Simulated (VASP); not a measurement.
# Pd (Fm-3m) in VASP: further runs

Pd is run at these levels: LDA; tasks: single point.

Program: VASP 6.6.1. These are calculated values, not measurements. Logs are shortened: lines on timing, memory, paths and dates and some standing lists are left out, and cuts for length are marked.

## 1. The cell of the first run

The structure is cubic, space group Fm-3m (No. 225). Conventional cell: a = 3.842 Å, b = 3.842 Å, c = 3.842 Å, α = 90.00°, β = 90.00°, γ = 90.00°. Within 3.6 Å of Pd (site symmetry m-3m) lie 12 Pd at 2.72 Å.

## 2. Single point, LDA

Contents of INCAR:

```
  PREC = Accurate
  ENCUT = 520
  EDIFF = 1E-6
  ISMEAR = 0
  SIGMA = 0.2
  LREAL = F
  LASPH = T
  NELM = 60
  ALGO = Normal
  ISIF = 2
  LWAVE = F
  LCHARG = F
  NBANDS = 11
```

Contents of KPOINTS:

```
Automatic mesh
0
Gamma
  14 14 14
```

Contents of POSCAR:

```
Pd
1.0
    0.0000000000      1.9211411165      1.9211411165
    1.9211411165      0.0000000000      1.9211411165
    1.9211411165      1.9211411165      0.0000000000
Pd
1
Direct
    0.0000000000      0.0000000000      0.0000000000
```

Potentials or basis: VASP PAW LDA potentials, release 64 (Pd).

Launch:

```sh
> cat potpaw_LDA.64/Pd/POTCAR > POTCAR
> mpirun -np 1 vasp_std > vasp.out
```

OUTCAR:

```text
PREC = Accurate
   ENCUT = 520
   EDIFF = 1E-6
   ISMEAR = 0
   LREAL = F
   LASPH = T
   NELM = 60
   ISIF = 2

 ion  position               nearest neighbor table
   1  0.000  0.000  0.000-

  LATTYP: Found a face centered cubic cell.
 ALAT       =     3.8422822330

  Lattice vectors:

 A1 = (   0.0000000000,   1.9211411165,   1.9211411165)
 A2 = (   1.9211411165,   0.0000000000,   1.9211411165)
 A3 = (   1.9211411165,   1.9211411165,   0.0000000000)

Analysis of symmetry for initial positions (statically):
[... 33 lines left out ...]
                                     Primitive cell

  volume of cell :      14.1810

  direct lattice vectors                    reciprocal lattice vectors
     0.000000000  1.921141117  1.921141117    -0.260261985  0.260261985  0.260261985
     1.921141117  0.000000000  1.921141117     0.260261985 -0.260261985  0.260261985
     1.921141117  1.921141117  0.000000000     0.260261985  0.260261985 -0.260261985

  length of vectors
     2.716903822  2.716903822  2.716903822     0.450786981  0.450786981  0.450786981

  position of ions in fractional coordinates (direct lattice)
     0.000000000  0.000000000  0.000000000

  ion indices of the primitive-cell ions
   primitive index   ion index
                 1           1

----------------------------------------------------------------------------------------

 KPOINTS: Automatic mesh

Automatic generation of k-mesh.
 Grid dimensions read from file:
 generate k-points for:   14   14   14

 Generating k-lattice:

  Cartesian coordinates                     Fractional coordinates (reciprocal lattice)
    -0.018590142  0.018590142  0.018590142     0.071428571  0.000000000  0.000000000
     0.018590142 -0.018590142  0.018590142     0.000000000  0.071428571  0.000000000
     0.018590142  0.018590142 -0.018590142     0.000000000  0.000000000  0.071428571

  Length of vectors
     0.032199070  0.032199070  0.032199070

  Shift w.r.t. Gamma in fractional coordinates (k-lattice)
     0.000000000  0.000000000  0.000000000

 Subroutine IBZKPT returns following result:
 ===========================================

 Found    104 irreducible k-points:

 Following reciprocal coordinates:
            Coordinates               Weight
  0.000000  0.000000  0.000000      1.000000
  0.071429  0.000000  0.000000      8.000000
  0.142857  0.000000  0.000000      8.000000
  0.214286  0.000000  0.000000      8.000000
  0.285714  0.000000  0.000000      8.000000
  0.357143  0.000000  0.000000      8.000000
[... 16 lines left out ...]
  0.214286  0.142857  0.000000     24.000000
  0.285714  0.142857  0.000000     24.000000
 [... further k-points ...]
   k-points           NKPTS =    104   k-points in BZ     NKDIM =    104   number of bands    NBANDS=     11
   number of dos      NEDOS =    301   number of ions     NIONS =      1
   total plane-waves  NPLWV =   8000
   dimension x,y,z NGX =    20 NGY =   20 NGZ =   20
   dimension x,y,z NGXF=    40 NGYF=   40 NGZF=   40
   ions per type =               1
   NGX,Y,Z   is equivalent  to a cutoff of  12.24, 12.24, 12.24 a.u.
   NGXF,Y,Z  is equivalent  to a cutoff of  24.48, 24.48, 24.48 a.u.
 SYSTEM =  unknown system
   PREC   = accura    normal or accurate (medium, high low for compatibility)
   ISTART =      0    job   : 0-new  1-cont  2-samecut
   ICHARG =      2    charge: 1-file 2-atom 10-const
   ISPIN  =      1    spin polarized calculation?
   LNONCOLLINEAR =      F non collinear calculations
   LSORBIT =      F    spin-orbit coupling
   LASPH  =      T    aspherical Exc in radial PAW
   ENCUT  =  520.0 eV  38.22 Ry    6.18 a.u.   5.05  5.05  5.05*2*pi/ulx,y,z
   NELM   =     60;   NELMIN=  2; NELMDL= -5     # of ELM steps
   EDIFF  = 0.1E-05   stopping-criterion for ELM
   LREAL  =      F    real-space projection
   EDIFFG = 0.1E-04   stopping-criterion for IOM
   NSW    =      0    number of steps for IOM
   IBRION =     -1    ionic relax: 0-MD 1-quasi-New 2-CG
   NFREE  =      0    steps in history (QN), initial steepest desc. (CG)
   ISIF   =      2    stress and relaxation
   ISYM   =      2    0-nonsym 1-usesym 2-fastsym
   POTIM  = 0.5000    time-step for ionic-motion
   TEBEG  =    0.0;   TEEND  =   0.0 temperature during run
   PSTRESS=    0.0 pullay stress
   NELECT =      10.0000    total number of electrons
   NUPDOWN=      -1.0000    fix difference up-down
   EMIN   =  10.00;   EMAX   =-10.00  energy-range for DOS
   EFERMI =   0.00;   METHOD = LEGACY
   ISMEAR =     0;   SIGMA  =   0.20  broadening in eV -4-tet -1-fermi 0-gaus
   EFERMI_NEDOS =   21; number of points for ismear=-14 and -15
   IALGO  =     38    algorithm
   IMIX   =      4    mixing-type and parameters
     AMIX     =   0.40;   BMIX     =  1.00
     AMIX_MAG =   1.60;   BMIX_MAG =  1.00
  volume/ion in A,a.u.               =      14.18        95.70
  Fermi-wavevector in a.u.,A,eV,Ry     =   1.457154  2.753622 28.889235  2.123299
  Thomas-Fermi vector in A             =   2.573989
   LORBIT       =      0    0 simple, 1 ext, 2 COOP (PROOUT), +10 PAW based schemes
   GGA     = CA    functional components
   LHFCALC =     F    Hartree Fock is set to
   AEXX    =    0.0000 exact exchange contribution
   IVDW    =     0    specifies the selected vdW correction
   LEPSILON=     F    determine dielectric tensor
   LRPA    =     F    only Hartree local field effects (RPA)
 non-spin polarized calculation
 Gauss-broadening in eV      SIGMA  =   0.20
  energy-cutoff  :      520.00
  volume of cell :       14.18
 maximum number of plane-waves:       392
   NGX = 11   NGY = 11   NGZ = 11

 number of electron      10.0000005 magnetization

 Free energy of the ion-electron system (eV)
  ---------------------------------------------------
  ext. energy  EPLUGINS =         0.00000000
  ---------------------------------------------------
  free energy    TOTEN  =        -6.50976498 eV

  energy without entropy =       -6.46204112  energy(sigma->0) =       -6.48590305

 E-fermi :  10.2889     XC(G=0): -13.7598

 val. band max:       10.2810711079   @ k =   0.4286   0.2143   0.0000
 cond. band min:      10.2980834998   @ k =   0.5000   0.1429   0.0000
 fundamental gap:      0.0170123919
 Fermi energy:        10.2889332355

 k-point     1 :       0.0000    0.0000    0.0000
  band No.  band energies     occupation
      1       2.7346      2.00000
      2       7.2211      2.00000
      3       7.2211      2.00000
      4       7.2211      2.00000
      5       8.9739      2.00000
      6       8.9739      2.00000
      7      27.4211      0.00000
      8      32.3665      0.00000
      9      32.3665      0.00000
     10      32.3665      0.00000
     11      35.8925      0.00000

 k-point     2 :       0.0714    0.0000    0.0000
  band No.  band energies     occupation
      1       2.9261      2.00000
      2       7.1509      2.00000
      3       7.2892      2.00000
      4       7.2892      2.00000
      5       8.9408      2.00000
      6       8.9408      2.00000
      7      27.6398      0.00000
      8      31.2227      0.00000
      9      32.6024      0.00000
     10      32.6024      0.00000
     11      35.9191      0.00000

 k-point     3 :       0.1429    0.0000    0.0000
  band No.  band energies     occupation
      1       3.4614      2.00000
      2       7.0020      2.00000
      3       7.4471      2.00000
      4       7.4471      2.00000
      5       8.8937      2.00000
      6       8.8937      2.00000
      7      27.9906      0.00000
      8      29.2056      0.00000
      9      33.2514      0.00000
     10      33.2514      0.00000
     11      35.9272      0.00000

 k-point     4 :       0.2143    0.0000    0.0000
  band No.  band energies     occupation
      1       4.1691      2.00000
      2       6.9939      2.00000
      3       7.5502      2.00000
      4       7.5502      2.00000
      5       8.9862      2.00000
      6       8.9862      2.00000
      7      26.3365      0.00000
      8      28.7184      0.00000
      9      34.0788      0.00000
     10      34.0788      0.00000
     11      35.9419      0.00000

 k-point     5 :       0.2857    0.0000    0.0000
  band No.  band energies     occupation
      1       4.6477      2.00000
      2       7.4885      2.00000
      3       7.4885      2.00000
      4       7.5597      2.00000
      5       9.3184      2.00000
      6       9.3184      2.00000
      7      23.7685      0.00000
      8      28.2892      0.00000
      9      34.1774      0.00000
     10      34.1774      0.00000
     11      36.0003      0.00000
[... 211 lines left out ...]
 k-point    21 :      -0.0714    0.0714    0.0000
  band No.  band energies     occupation
      1       3.2348      2.00000
      2       7.0181      2.00000
      3       7.3843      2.00000
      4       7.4298      2.00000
      5       8.7861      2.00000
      6       9.0149      2.00000
      7      27.9495      0.00000
      8      30.1925      0.00000
      9      32.1494      0.00000
     10      33.3698      0.00000
     11      35.9273      0.00000

 k-point    22 :       0.1429    0.1429    0.0000
  band No.  band energies     occupation
      1       3.7061      2.00000
      2       6.6847      2.00000
      3       7.6934      2.00000
      4       7.6934      2.00000
      5       8.4481      2.00000
      6       9.1959      2.00000
      7      28.5550      0.00000
      8      30.3190      0.00000
      9      31.5273      0.00000
     10      31.5273      0.00000
     11      35.9016      0.00000

 k-point    23 :       0.2143    0.1429    0.0000
  band No.  band energies     occupation
      1       4.2708      2.00000
      2       6.4595      2.00000
      3       7.8010      2.00000
      4       7.9120      2.00000
      5       8.4614      2.00000
      6       9.3257      2.00000
      7      28.3578      0.00000
      8      29.2393      0.00000
      9      30.9615      0.00000
     10      31.8371      0.00000
     11      35.8358      0.00000

 k-point    24 :       0.2857    0.1429    0.0000
  band No.  band energies     occupation
      1       4.8966      2.00000
      2       6.3989      2.00000
      3       7.5489      2.00000
      4       7.9994      2.00000
      5       9.1055      2.00000
      6       9.5832      2.00000
      7      25.9267      0.00000
      8      29.0813      0.00000
      9      30.4365      0.00000
     10      32.2608      0.00000
     11      35.8209      0.00000

 [... further k-points ...]
[... 5 lines left out ...]
  --------------------------------------------------------------------------------------
  -------------------------------------------------------------------------------------
  Total        0.0131462      0.0131462      0.0131462      0.0000000      0.0000000      0.0000000
  in kB        1.4852654      1.4852654      1.4852654      0.0000000      0.0000000      0.0000000
  external PRESSURE =       1.4852654 kB  Pullay stress =       0.0000000 kB

 VOLUME and BASIS-vectors are now :
 -----------------------------------------------------------------------------
  energy-cutoff  :      520.00
  volume of cell :       14.18
      direct lattice vectors                 reciprocal lattice vectors
     0.000000000  1.921141117  1.921141117    -0.260261985  0.260261985  0.260261985
     1.921141117  0.000000000  1.921141117     0.260261985 -0.260261985  0.260261985
     1.921141117  1.921141117  0.000000000     0.260261985  0.260261985 -0.260261985

 POSITION                                       TOTAL-FORCE (eV/Angst)
 -----------------------------------------------------------------------------------
      0.00000      0.00000      0.00000        -0.000000     -0.000000     -0.000000
 -----------------------------------------------------------------------------------
    total drift:                                0.000000     -0.000000     -0.000000

  FREE ENERGIE OF THE ION-ELECTRON SYSTEM (eV)
  ---------------------------------------------------
  free  energy   TOTEN  =        -6.5097649757 eV

  energy  without entropy=       -6.4620411200  energy(sigma->0) =       -6.48590305
```

It took 7.9 s on 1 thread of Intel Xeon Platinum 8488C (Sapphire Rapids), shared host; peak memory 0.13 GiB.

What came out:

| Property | Result |
| --- | --- |
| Free energy | -6.5098 eV |
| Pressure | 0.1 GPa |
| Band gap on the k mesh | zero (band 5 reaches 10.60 eV, above the bottom of band 6 at 8.89 eV) |

## 3. Single point, LDA

Contents of INCAR:

```
SYSTEM = Pd
ALGO = Normal
EDIFF = 1E-7
ENCUT = 520
GGA = CA
ISIF = 2
ISMEAR = 0
LASPH = .True.
LCHARG = .False.
LREAL = .False.
LWAVE = .False.
NBANDS = 11
NELM = 100
PREC = Accurate
SIGMA = 0.3
```

Contents of KPOINTS:

```
k-points
0
Gamma
  14 14 14
  0 0 0
```

POSCAR is that of step 2.

Potentials or basis: VASP PAW LDA potentials, release 64 (Pd).

Launch:

```sh
> cat potpaw_LDA.64/Pd/POTCAR > POTCAR
> mpirun -np 1 vasp_std > vasp.out
```

Wall time 9.2 s (1 thread of Intel Xeon Platinum 8488C (Sapphire Rapids), shared host); peak memory 0.13 GiB.

It converged, with:

```yaml
Free_energy: -6.5366 eV
Pressure: 0.4 GPa
Band_gap_on_the_k_mesh: zero (band 5 reaches 10.60 eV, above the bottom of band 6 at 8.89 eV)
```

Levels at points of the mesh, in eV from the Fermi level:
| k point | band 3 | band 4 | band 5 | band 6 | band 7 | band 8 |
| --- | --- | --- | --- | --- | --- | --- |
| (0.00, 0.00, 0.00) | -3.09 | -3.09 | -1.34 | -1.34 | 17.11 | 22.05 |
| (0.50, 0.00, 0.00) | -3.13 | -0.05 | -0.05 | 0.83 | 7.54 | 16.49 |
| (0.50, 0.50, 0.00) | -0.07 | 0.29 | 0.29 | 3.22 | 11.10 | 13.25 |

## 4. Single point, LDA

Contents of INCAR:

```
PREC = Accurate
ENCUT = 520
EDIFF = 1E-6
ISMEAR = 0
SIGMA = 0.6
LREAL = False
LASPH = True
NELM = 60
ALGO = Normal
ISIF = 2
LWAVE = False
LCHARG = True
GGA = CA
LELF = True
LVHAR = True
NBANDS = 11
```

Contents of KPOINTS:

```
Automatic mesh
0
Gamma
  14 14 14
```

POSCAR is that of step 3.

Potentials or basis: VASP PAW LDA potentials, release 64 (Pd).

Launch:

```sh
> cat potpaw_LDA.64/Pd/POTCAR > POTCAR
> mpirun -np 1 vasp_std > vasp.out
```

OUTCAR:

```text
PREC = Accurate
   ENCUT = 520
   EDIFF = 1E-6
   ISMEAR = 0
   LREAL = False
   LASPH = True
   NELM = 60
   ISIF = 2
   GGA = CA

 ion  position               nearest neighbor table
   1  0.000  0.000  0.000-

  LATTYP: Found a face centered cubic cell.
 ALAT       =     3.8422822330

  Lattice vectors:

 A1 = (   0.0000000000,   1.9211411165,   1.9211411165)
 A2 = (   1.9211411165,   0.0000000000,   1.9211411165)
 A3 = (   1.9211411165,   1.9211411165,   0.0000000000)

Analysis of symmetry for initial positions (statically):
[... 33 lines left out ...]
                                     Primitive cell
[... 471 lines left out ...]
      4       8.0007      2.00000
      5       9.1054      1.99779
      6       9.5797      1.94798
      7      25.9262      0.00000
      8      29.0827      0.00000
      9      30.4361      0.00000
     10      32.2617      0.00000
     11      35.8155      0.00000

 [... further k-points ...]
[... 5 lines left out ...]
  --------------------------------------------------------------------------------------
  -------------------------------------------------------------------------------------
  Total        0.1036516      0.1036516      0.1036516      0.0000000      0.0000000      0.0000000
  in kB       11.7105932     11.7105932     11.7105932      0.0000000      0.0000000      0.0000000
  external PRESSURE =      11.7105932 kB  Pullay stress =       0.0000000 kB

 VOLUME and BASIS-vectors are now :
 -----------------------------------------------------------------------------
  energy-cutoff  :      520.00
  volume of cell :       14.18
      direct lattice vectors                 reciprocal lattice vectors
     0.000000000  1.921141117  1.921141117    -0.260261985  0.260261985  0.260261985
     1.921141117  0.000000000  1.921141117     0.260261985 -0.260261985  0.260261985
     1.921141117  1.921141117  0.000000000     0.260261985  0.260261985 -0.260261985

 POSITION                                       TOTAL-FORCE (eV/Angst)
 -----------------------------------------------------------------------------------
      0.00000      0.00000      0.00000        -0.000000     -0.000000     -0.000000
 -----------------------------------------------------------------------------------
    total drift:                                0.000000     -0.000000     -0.000000

  FREE ENERGIE OF THE ION-ELECTRON SYSTEM (eV)
  ---------------------------------------------------
  free  energy   TOTEN  =        -6.6409969702 eV

  energy  without entropy=       -6.4038585513  energy(sigma->0) =       -6.52242776
```

Wall time 8.1 s (1 thread of Intel Xeon Platinum 8488C (Sapphire Rapids), shared host); peak memory 0.13 GiB.

Results:

```
Free energy            : -6.6410 eV
Pressure               : 1.2 GPa
Band gap on the k mesh : zero (band 5 reaches 10.60 eV, above the bottom of band 6 at 8.89 eV)
```

## 5. The runs side by side

```csv
smearing,gap on the mesh (eV),pressure (GPa)
gaussian 0.2 eV,none,0.1
gaussian 0.3 eV,none,0.4
gaussian 0.6 eV,none,1.2
```

Alike in all rows: task single point; level LDA; potentials or basis VASP PAW LDA potentials, release 64 (Pd); no spin polarisation; cell as given; k mesh 14 × 14 × 14; cutoff (eV) 520.

Every run on the cell as given and a fine mesh finds a metal.

Total energies depend on the potentials used, so only differences within one code and one set of settings carry meaning.
